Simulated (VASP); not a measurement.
Here is a VASP 6.6.1 calculation.

INCAR

```
PREC = Accurate ; ENCUT = 520
EDIFF = 1E-6 ; ISMEAR = -1
SIGMA = 0.1 ; LREAL = False
LASPH = True ; NELM = 60
ALGO = Normal ; ISIF = 2
LWAVE = False ; LCHARG = False
GGA = RP ; NBANDS = 8
```

File KPOINTS:

```
Automatic mesh
0
Gamma
  13 13 13
```

POSCAR

```
As
1.0
    2.7165301735      0.0000000000      0.0000000000
    0.0000000000      2.7165301735      0.0000000000
    0.0000000000      0.0000000000      2.7165301735
As
1
Direct
    0.0000000000      0.0000000000      0.0000000000
```

Potentials or basis: VASP PAW PBE potentials, release 64 (As).

Run with:

```sh
$ cat potpaw_PBE.64/As/POTCAR > POTCAR
$ mpirun -np 1 vasp_std > vasp.out
```

(1) Estimate the pressure.

## Answers

(1) 3.0 GPa.

Caveat: the PAW data sets were made with another functional, which shifts forces and pressure a little.
